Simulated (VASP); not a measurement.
Crystal: Ge2Sb2Te5.

```
Te Sb Ge
1.0
     4.29406    0.00000    0.00000
    -2.14703    3.71877    0.00000
     0.00000    0.00000   17.10135
Te Sb Ge
5 2 2
Direct
  0.66667 0.33333 0.41989
  0.33333 0.66667 0.58011
  0.33333 0.66667 0.20154
  0.66667 0.33333 0.79846
  0.00000 0.00000 0.00000
  0.00000 0.00000 0.32007
  0.00000 0.00000 0.67993
  0.66667 0.33333 0.10290
  0.33333 0.66667 0.89711
```

Base run:

- Program: VASP 6.6.1
- Functional: revPBE
- Potentials or basis: VASP PAW PBE potentials, release 64 (Te, Sb, Ge_d)
- Cutoff: 520 eV
- k mesh: 7 × 7 × 2
- Occupations: fermi-dirac, width 0.05 eV
- Spin: no spin polarisation

Its results: band gap on the k mesh 0.27 eV, direct; pressure 1.3 GPa; largest force 0.092 eV/Å.

**Question.** The run is repeated on the same cell with these changes: functional from revPBE to BLYP. What comes out?

**Answer.** Band gap on the k mesh 0.27 eV, direct; pressure 4.5 GPa; largest force 0.109 eV/Å.

Caveats: the PAW data sets were made with another functional, which shifts forces and pressure a little; spin-orbit coupling is left out, which moves the levels of the heavy elements.

A k mesh can miss the band edges.
